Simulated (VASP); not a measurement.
# Os2N (Fd-3m) in VASP: a series of runs, part 2 of 2

VASP 6.6.1.

## Step 3: Single point, PBE

The input, INCAR:

```
SYSTEM = Os2N
  PREC = Accurate
  ENCUT = 520
  EDIFF = 1E-6
  ISMEAR = 0
  SIGMA = 0.1
  LREAL = .FALSE.
  LASPH = .TRUE.
  NELM = 80
  ALGO = Normal
  ISIF = 2
  LWAVE = .FALSE.
  LCHARG = .TRUE.
  GGA = PE
  LELF = .TRUE.
  LVHAR = .TRUE.
  NBANDS = 30
```

The input, KPOINTS:

```
regular mesh
0
G
  10 10 10
  0 0 0
```

The input, POSCAR:

```
Os2N
1.0
    0.0000000000      3.5686348077      3.5686348077
    3.5686348077      0.0000000000      3.5686348077
    3.5686348077      3.5686348077      0.0000000000
Os N
4 2
Direct
    0.1250000000      0.1250000000      0.1250000000
    0.6250000000      0.1250000000      0.1250000000
    0.1250000000      0.1250000000      0.6250000000
    0.1250000000      0.6250000000      0.1250000000
    0.5000000000      0.5000000000      0.5000000000
    0.7500000000      0.7500000000      0.7500000000
```

Potentials or basis: VASP PAW PBE potentials, release 64 (Os, N).

Started as:

```console
$ cat potpaw_PBE.64/Os/POTCAR potpaw_PBE.64/N/POTCAR > POTCAR
$ mpirun -np 1 vasp_std > vasp.out
```

OUTCAR:

```text
SYSTEM = Os2N
   PREC = Accurate
   ENCUT = 520
   EDIFF = 1E-6
   ISMEAR = 0
   LREAL = .FALSE.
   LASPH = .TRUE.
   NELM = 80
   ISIF = 2
   GGA = PE

 ion  position               nearest neighbor table
   1  0.125  0.125  0.125-   2 2.52   3 2.52   4 2.52   3 2.52   4 2.52   2 2.52
   2  0.625  0.125  0.125-   1 2.52   3 2.52   4 2.52   1 2.52   3 2.52   4 2.52
   3  0.125  0.125  0.625-   1 2.52   1 2.52   2 2.52   4 2.52   4 2.52   2 2.52
   4  0.125  0.625  0.125-   1 2.52   3 2.52   1 2.52   2 2.52   3 2.52   2 2.52
   5  0.500  0.500  0.500-
   6  0.750  0.750  0.750-

  LATTYP: Found a face centered cubic cell.
 ALAT       =     7.1372696154

  Lattice vectors:

 A1 = (   0.0000000000,   3.5686348077,   3.5686348077)
 A2 = (   3.5686348077,   0.0000000000,   3.5686348077)
 A3 = (   3.5686348077,   3.5686348077,   0.0000000000)

Analysis of symmetry for initial positions (statically):
=====================================================================
 Subroutine PRICEL returns:
 Original cell was already a primitive cell.

 Routine SETGRP: Setting up the symmetry group for a
 face centered cubic supercell.

 Subroutine GETGRP returns: Found 48 space group operations
 (whereof 24 operations were pure point group operations)
 out of a pool of 48 trial point group operations.

The static configuration has the point symmetry T_d .
 The point group associated with its full space group is O_h .

Analysis of symmetry for dynamics (positions and initial velocities):
=====================================================================
 Subroutine PRICEL returns:
 Original cell was already a primitive cell.

 Routine SETGRP: Setting up the symmetry group for a
 face centered cubic supercell.

 Subroutine GETGRP returns: Found 48 space group operations
 (whereof 24 operations were pure point group operations)
 out of a pool of 48 trial point group operations.

The dynamic configuration has the point symmetry T_d .
 The point group associated with its full space group is O_h .

 Subroutine INISYM returns: Found 48 space group operations
 (whereof 24 operations are pure point group operations),
 and found     1 'primitive' translations

----------------------------------------------------------------------------------------

                                     Primitive cell

  volume of cell :      90.8942

  direct lattice vectors                    reciprocal lattice vectors
     0.000000000  3.568634808  3.568634808    -0.140109601  0.140109601  0.140109601
     3.568634808  0.000000000  3.568634808     0.140109601 -0.140109601  0.140109601
     3.568634808  3.568634808  0.000000000     0.140109601  0.140109601 -0.140109601

  length of vectors
     5.046811744  5.046811744  5.046811744     0.242676948  0.242676948  0.242676948

  position of ions in fractional coordinates (direct lattice)
     0.125000000  0.125000000  0.125000000
     0.625000000  0.125000000  0.125000000
     0.125000000  0.125000000  0.625000000
     0.125000000  0.625000000  0.125000000
     0.500000000  0.500000000  0.500000000
     0.750000000  0.750000000  0.750000000

  ion indices of the primitive-cell ions
   primitive index   ion index
                 1           1
                 2           2
                 3           3
[... 26 lines left out ...]
 ===========================================

 Found     47 irreducible k-points:

 Following reciprocal coordinates:
            Coordinates               Weight
  0.000000  0.000000  0.000000      1.000000
  0.100000  0.000000  0.000000      8.000000
  0.200000  0.000000  0.000000      8.000000
  0.300000  0.000000  0.000000      8.000000
  0.400000  0.000000  0.000000      8.000000
  0.500000  0.000000  0.000000      4.000000
[... 16 lines left out ...]
  0.300000  0.300000  0.000000      6.000000
  0.400000  0.300000  0.000000     24.000000
 [... further k-points ...]
   k-points           NKPTS =     47   k-points in BZ     NKDIM =     47   number of bands    NBANDS=     30
   number of dos      NEDOS =    301   number of ions     NIONS =      6
   total plane-waves  NPLWV =  64000
   dimension x,y,z NGX =    40 NGY =   40 NGZ =   40
   dimension x,y,z NGXF=    80 NGYF=   80 NGZF=   80
   ions per type =               4   2
   NGX,Y,Z   is equivalent  to a cutoff of  13.18, 13.18, 13.18 a.u.
   NGXF,Y,Z  is equivalent  to a cutoff of  26.35, 26.35, 26.35 a.u.
 SYSTEM =  Os2N
   PREC   = accura    normal or accurate (medium, high low for compatibility)
   ISTART =      0    job   : 0-new  1-cont  2-samecut
   ICHARG =      2    charge: 1-file 2-atom 10-const
   ISPIN  =      1    spin polarized calculation?
   LNONCOLLINEAR =      F non collinear calculations
   LSORBIT =      F    spin-orbit coupling
   LASPH  =      T    aspherical Exc in radial PAW
   ENCUT  =  520.0 eV  38.22 Ry    6.18 a.u.   9.38  9.38  9.38*2*pi/ulx,y,z
   NELM   =     80;   NELMIN=  2; NELMDL= -5     # of ELM steps
   EDIFF  = 0.1E-05   stopping-criterion for ELM
   LREAL  =      F    real-space projection
   EDIFFG = 0.1E-04   stopping-criterion for IOM
   NSW    =      0    number of steps for IOM
   IBRION =     -1    ionic relax: 0-MD 1-quasi-New 2-CG
   NFREE  =      0    steps in history (QN), initial steepest desc. (CG)
   ISIF   =      2    stress and relaxation
   ISYM   =      2    0-nonsym 1-usesym 2-fastsym
   POTIM  = 0.5000    time-step for ionic-motion
   TEBEG  =    0.0;   TEEND  =   0.0 temperature during run
   PSTRESS=    0.0 pullay stress
   NELECT =      42.0000    total number of electrons
   NUPDOWN=      -1.0000    fix difference up-down
   EMIN   =  10.00;   EMAX   =-10.00  energy-range for DOS
   EFERMI =   0.00;   METHOD = LEGACY
   ISMEAR =     0;   SIGMA  =   0.10  broadening in eV -4-tet -1-fermi 0-gaus
   EFERMI_NEDOS =   21; number of points for ismear=-14 and -15
   IALGO  =     38    algorithm
   IMIX   =      4    mixing-type and parameters
     AMIX     =   0.40;   BMIX     =  1.00
     AMIX_MAG =   1.60;   BMIX_MAG =  1.00
  volume/ion in A,a.u.               =      15.15       102.23
  Fermi-wavevector in a.u.,A,eV,Ry     =   1.265647  2.391725 21.794650  1.601862
  Thomas-Fermi vector in A             =   2.398889
   LORBIT       =      0    0 simple, 1 ext, 2 COOP (PROOUT), +10 PAW based schemes
   GGA     = PE    functional components
   LHFCALC =     F    Hartree Fock is set to
   AEXX    =    0.0000 exact exchange contribution
   IVDW    =     0    specifies the selected vdW correction
   LEPSILON=     F    determine dielectric tensor
   LRPA    =     F    only Hartree local field effects (RPA)
 non-spin polarized calculation
 Gauss-broadening in eV      SIGMA  =   0.10
  energy-cutoff  :      520.00
  volume of cell :       90.89
 maximum number of plane-waves:      2471
 NGX is ok and might be reduce to    40
   NGX = 19   NGY = 19   NGZ = 19

 number of electron      42.0000001 magnetization

 Free energy of the ion-electron system (eV)
  ---------------------------------------------------
  ext. energy  EPLUGINS =         0.00000000
  ---------------------------------------------------
  free energy    TOTEN  =       -44.53233618 eV

  energy without entropy =      -44.48127240  energy(sigma->0) =      -44.50680429

 E-fermi :   5.5950     XC(G=0): -12.1416

 val. band max:        5.5913250452   @ k =   0.2000   0.0000   0.0000
 cond. band min:       5.5983937346   @ k =  -0.2000   0.1000   0.0000
 fundamental gap:      0.0070686893
 Fermi energy:         5.5949843684

 k-point     1 :       0.0000    0.0000    0.0000
  band No.  band energies     occupation
      1      -8.3098      2.00000
      2      -6.8449      2.00000
      3      -4.3893      2.00000
      4      -1.0476      2.00000
      5      -1.0476      2.00000
      6      -1.0476      2.00000
[... 781 lines left out ...]
     29       6.8272      0.00000
     30       7.1039      0.00000

 [... further k-points ...]
[... 5 lines left out ...]
  --------------------------------------------------------------------------------------
  -------------------------------------------------------------------------------------
  Total        0.0236172      0.0236172      0.0236172      0.0000000      0.0000000      0.0000000
  in kB        0.4162963      0.4162963      0.4162963      0.0000000      0.0000000      0.0000000
  external PRESSURE =       0.4162963 kB  Pullay stress =       0.0000000 kB

 VOLUME and BASIS-vectors are now :
 -----------------------------------------------------------------------------
  energy-cutoff  :      520.00
  volume of cell :       90.89
      direct lattice vectors                 reciprocal lattice vectors
     0.000000000  3.568634808  3.568634808    -0.140109601  0.140109601  0.140109601
     3.568634808  0.000000000  3.568634808     0.140109601 -0.140109601  0.140109601
     3.568634808  3.568634808  0.000000000     0.140109601  0.140109601 -0.140109601

 POSITION                                       TOTAL-FORCE (eV/Angst)
 -----------------------------------------------------------------------------------
      0.89216      0.89216      0.89216         0.000000      0.000000     -0.000000
      0.89216      2.67648      2.67648        -0.000000      0.000000     -0.000000
      2.67648      2.67648      0.89216        -0.000000      0.000000     -0.000000
      2.67648      0.89216      2.67648         0.000000      0.000000     -0.000000
      3.56863      3.56863      3.56863         0.000000      0.000000      0.000000
      5.35295      5.35295      5.35295        -0.000000     -0.000000     -0.000000
 -----------------------------------------------------------------------------------
    total drift:                               -0.000000     -0.000000      0.000000

  FREE ENERGIE OF THE ION-ELECTRON SYSTEM (eV)
  ---------------------------------------------------
  free  energy   TOTEN  =       -44.5323361849 eV

  energy  without entropy=      -44.4812724047  energy(sigma->0) =      -44.50680429
```

Wall time 92 s (1 thread of Intel Xeon 6975P-C (Granite Rapids), shared host); peak memory 0.29 GiB.

What came out:

| Property | Result |
| --- | --- |
| Free energy | -44.5323 eV |
| Pressure | 0.0 GPa |
| Band gap on the k mesh | zero (bands 21 and 22 overlap by 0.67 eV) |

Levels at points of the mesh, in eV from the Fermi level:
| k point | band 18 | band 19 | band 20 | band 21 | band 22 | band 23 | band 24 | band 25 |
| --- | --- | --- | --- | --- | --- | --- | --- | --- |
| (0.00, 0.00, 0.00) | 0.17 | 0.33 | 0.33 | 0.33 | 0.34 | 0.34 | 0.34 | 0.66 |
| (0.50, 0.00, 0.00) | -1.82 | -0.51 | -0.51 | -0.40 | -0.05 | -0.05 | 0.21 | 0.40 |
| (0.50, 0.50, 0.00) | -2.07 | -1.84 | -1.84 | 0.01 | 0.01 | 0.28 | 0.28 | 0.54 |

Caveat: spin-orbit coupling is left out, which moves the levels of the heavy elements.

## Step 4: Relaxation of cell and atoms, PBE

This run uses another cell than the first one, of 11.32 Å³/atom.

The input, INCAR:

```
PREC     = Accurate       # precision mode
ENCUT    = 600            # plane-wave cutoff, eV
EDIFF    = 1E-7           # SCF threshold, eV
ISMEAR   = 0              # smearing method
SIGMA    = 0.1            # smearing width, eV
LREAL    = F              # projectors in reciprocal space
LASPH    = T              # aspherical terms in the spheres
NELM     = 80             # most SCF steps
ALGO     = Normal         # electronic algorithm
ISIF     = 3              # what is computed and relaxed
LWAVE    = F              # write WAVECAR
LCHARG   = F              # write CHGCAR
GGA      = PE             # functional
IBRION   = 2              # ionic algorithm
NSW      = 90             # ionic steps
EDIFFG   = -0.04          # ionic threshold
```

The input, KPOINTS:

```
Automatic mesh
0
Gamma
  6 6 6
```

The input, POSCAR:

```
Os2N
1.0
    0.0000000000      3.2386686972      3.2386686972
    3.2386686972      0.0000000000      3.2386686972
    3.2386686972      3.2386686972      0.0000000000
Os N
4 2
Direct
    0.6250000000      0.6250000000      0.6250000000
    0.1250000000      0.6250000000      0.6250000000
    0.6250000000      0.6250000000      0.1250000000
    0.6250000000      0.1250000000      0.6250000000
    0.0000000000      0.0000000000      0.0000000000
    0.2500000000      0.2500000000      0.2500000000
```

Started as:

```console
$ cat potpaw_PBE.64/Os/POTCAR potpaw_PBE.64/N/POTCAR > POTCAR
$ mpirun -np 1 vasp_std > vasp.out
```

Wall time 5.3 min (1 thread of Intel Xeon 6975P-C (Granite Rapids), shared host); peak memory 0.26 GiB.

The run converged. Its results:

```yaml
Free_energy: -44.5049 eV
Relaxed_volume: 15.15 Å³/atom
Relaxed_cell: a = 5.047 Å, b = 5.047 Å, c = 5.047 Å, α = 60.00°, β = 60.00°, γ = 60.00°
Space_group_after_relaxing_to_0.1_Å: Fd-3m (No. 227)
Pressure_after_relaxing: 0.0 GPa
Band_gap_on_the_k_mesh: zero (bands 21 and 22 overlap by 0.60 eV)
```

Final structure:
```
CELL_PARAMETERS angstrom
0.00000 3.56876 3.56876
3.56876 0.00000 3.56876
3.56876 3.56876 0.00000
ATOMIC_POSITIONS crystal
Os 0.62500 0.62500 0.62500
Os 0.12500 0.62500 0.62500
Os 0.62500 0.62500 0.12500
Os 0.62500 0.12500 0.62500
N 0.00000 0.00000 0.00000
N 0.25000 0.25000 0.25000
```

Levels at points of the mesh, in eV from the Fermi level:
| k point | band 17 | band 18 | band 19 | band 20 | band 21 | band 22 | band 23 | band 24 | band 25 |
| --- | --- | --- | --- | --- | --- | --- | --- | --- | --- |
| (0.00, 0.00, 0.00) | 0.16 | 0.16 | 0.32 | 0.32 | 0.32 | 0.33 | 0.33 | 0.33 | 0.65 |
| (0.50, 0.00, 0.00) | -1.83 | -1.83 | -0.52 | -0.52 | -0.41 | -0.06 | -0.06 | 0.20 | 0.38 |
| (0.50, 0.50, 0.00) | -2.08 | -2.08 | -1.86 | -1.86 | 0.00 | 0.00 | 0.28 | 0.28 | 0.53 |

Caveat: the volume moved by over 15 % at a fixed basis, so the end points are rough; spin-orbit coupling is left out, which moves the levels of the heavy elements.

## Step 5: Single point, PBE, collinear spin

This run uses another cell than the first one, of 11.32 Å³/atom.

The input, INCAR:

```
SYSTEM = Os2N
  PREC = Accurate
  ENCUT = 520
  EDIFF = 1E-6
  ISMEAR = 0
  SIGMA = 0.1
  LREAL = .False.
  LASPH = .True.
  NELM = 150
  ALGO = Normal
  ISIF = 2
  LWAVE = .False.
  LCHARG = .False.
  ISPIN = 2
  MAGMOM = 1 1 1 1 0 0
  LORBIT = 11
  LMAXMIX = 4
  GGA = PE
  NBANDS = 34
```

The input, KPOINTS:

```
Automatic mesh
0
Gamma
  6 6 6
  0 0 0
```

POSCAR is that of step 4.

Started as:

```console
$ cat potpaw_PBE.64/Os/POTCAR potpaw_PBE.64/N/POTCAR > POTCAR
$ mpirun -np 1 vasp_std > vasp.out
```

It took 46 s on 1 thread of Intel Xeon 6975P-C (Granite Rapids), shared host; peak memory 0.26 GiB.

It converged, with:

```
Free energy                                           : -37.5738 eV
Pressure                                              : 124.8 GPa
Band gap on the k mesh                                : zero (filled and empty bands overlap)
Net moment                                            : -0.01 μB per cell
Valence electrons inside the program's atomic spheres : Os 8.26; N 3.40
```

Levels at points of the mesh, in eV from the Fermi level:
Spin up:
| k point | band 19 | band 20 | band 21 | band 22 | band 23 | band 24 |
| --- | --- | --- | --- | --- | --- | --- |
| (0.00, 0.00, 0.00) | 0.41 | 0.41 | 0.41 | 0.51 | 0.51 | 0.51 |
| (0.50, 0.00, 0.00) | -0.83 | -0.83 | -0.22 | -0.20 | -0.20 | 0.26 |
| (0.50, 0.50, 0.00) | -3.00 | -3.00 | 0.02 | 0.02 | 0.35 | 0.35 |
Spin down:
```csv
k point,band 17,band 18,band 19,band 20,band 21,band 22,band 23,band 24,band 25,band 26
"(0.00, 0.00, 0.00)",0.20,0.20,0.41,0.41,0.41,0.51,0.51,0.51,0.98,0.98
"(0.50, 0.00, 0.00)",-2.80,-2.40,-0.84,-0.84,-0.22,-0.20,-0.20,0.26,0.54,0.54
"(0.50, 0.50, 0.00)",-3.01,-3.01,-3.00,-3.00,0.02,0.02,0.35,0.35,0.77,0.77
```

Caveat: the cell stands under pressure; spin-orbit coupling is left out, which moves the levels of the heavy elements.

## Step 6: Relaxation of cell and atoms, PBE

The input, INCAR:

```
ALGO     = Normal         # electronic algorithm
EDIFF    = 1E-7           # SCF threshold, eV
EDIFFG   = -0.01          # ionic threshold
ENCUT    = 600            # plane-wave cutoff, eV
GGA      = PE             # functional
IBRION   = 2              # ionic algorithm
ISIF     = 3              # what is computed and relaxed
ISMEAR   = 0              # smearing method
LASPH    = True           # aspherical terms in the spheres
LCHARG   = False          # write CHGCAR
LREAL    = False          # projectors in reciprocal space
LWAVE    = False          # write WAVECAR
NELM     = 100            # most SCF steps
NSW      = 100            # ionic steps
PREC     = Accurate       # precision mode
SIGMA    = 0.1            # smearing width, eV
```

The input, KPOINTS:

```
k-points
0
Gamma
  10 10 10
```

The input, POSCAR:

```
Os2N
1.0
    0.0000000000      3.5676618555      3.5676618555
    3.5676618555      0.0000000000      3.5676618555
    3.5676618555      3.5676618555      0.0000000000
Os N
4 2
Direct
    0.1250000000      0.1250000000      0.1250000000
    0.6250000000      0.1250000000      0.1250000000
    0.1250000000      0.1250000000      0.6250000000
    0.1250000000      0.6250000000      0.1250000000
    0.5000000000      0.5000000000      0.5000000000
    0.7500000000      0.7500000000      0.7500000000
```

Potentials or basis: VASP PAW PBE potentials, release 64 (Os, N).

Started as:

```console
$ cat potpaw_PBE.64/Os/POTCAR potpaw_PBE.64/N/POTCAR > POTCAR
$ mpirun -np 1 vasp_std > vasp.out
```

It took 3.6 min on 1 thread of Intel Xeon 6975P-C (Granite Rapids), shared host; peak memory 0.31 GiB.

Results (log left out):

```
Free energy                           : -44.5357 eV
Relaxed volume                        : 15.15 Å³/atom
Relaxed cell                          : a = 5.047 Å, b = 5.047 Å, c = 5.047 Å, α = 60.00°, β = 60.00°, γ = 60.00°
Space group after relaxing (to 0.1 Å) : Fd-3m (No. 227)
Energy gained by relaxing             : 0.0 meV/atom
Ionic steps                           : 3
Pressure after relaxing               : 0.0 GPa
Band gap on the k mesh                : zero (bands 21 and 22 overlap by 0.67 eV)
```

Final structure:
```cif
data_structure
_symmetry_space_group_name_H-M 'P 1'
_symmetry_Int_Tables_number 1
_cell_length_a 5.0470
_cell_length_b 5.0470
_cell_length_c 5.0470
_cell_angle_alpha 60.000
_cell_angle_beta 60.000
_cell_angle_gamma 60.000
_cell_volume 90.90
loop_
_atom_site_label
_atom_site_type_symbol
_atom_site_fract_x
_atom_site_fract_y
_atom_site_fract_z
_atom_site_occupancy
Os1 Os 0.12500 0.12500 0.12500 1
Os2 Os 0.62500 0.12500 0.12500 1
Os3 Os 0.12500 0.12500 0.62500 1
Os4 Os 0.12500 0.62500 0.12500 1
N1 N 0.50000 0.50000 0.50000 1
N2 N 0.75000 0.75000 0.75000 1
```

Levels at points of the mesh, in eV from the Fermi level:
```csv
k point,band 19,band 20,band 21,band 22,band 23,band 24
"(0.00, 0.00, 0.00)",0.33,0.33,0.33,0.34,0.34,0.34
"(0.50, 0.00, 0.00)",-0.51,-0.51,-0.40,-0.05,-0.05,0.21
"(0.50, 0.50, 0.00)",-1.84,-1.84,0.01,0.01,0.28,0.28
```

Caveat: spin-orbit coupling is left out, which moves the levels of the heavy elements.

## Step 7: The runs side by side

| task | spin | cell | k mesh | cutoff (eV) | gap on the mesh (eV) | pressure (GPa) | relaxed volume (Å³/atom) |
| --- | --- | --- | --- | --- | --- | --- | --- |
| single point | off | a = 5.045 Å, angles 60.0°, 6 atoms | 6 × 6 × 6 | 520 | none | 0.3 | - |
| single point | off | a = 5.047 Å, angles 60.0°, 6 atoms | 10 × 10 × 10 | 520 | none | 0.0 | - |
| relaxation of cell and atoms | off | relaxed from a = 4.580 Å, angles 60.0°, 6 atoms | 6 × 6 × 6 | 600 | none | 0.0 | 15.15 |
| single point | collinear | a = 4.580 Å, angles 60.0°, 6 atoms | 6 × 6 × 6 | 520 | none | 124.8 | - |
| relaxation of cell and atoms | off | relaxed from a = 5.045 Å, angles 60.0°, 6 atoms | 10 × 10 × 10 | 600 | none | 0.0 | 15.15 |

Alike in all rows: level PBE; potentials or basis VASP PAW PBE potentials, release 64 (Os, N); smearing gaussian 0.1 eV.

Caveats: spin-orbit coupling is left out, which moves the levels of the heavy elements; the volume moved by over 15 % at a fixed basis, so the end points are rough (at least some runs); the cell stands under pressure (at least some runs).

Total energies depend on the potentials used, so only differences within one code and one set of settings carry meaning.
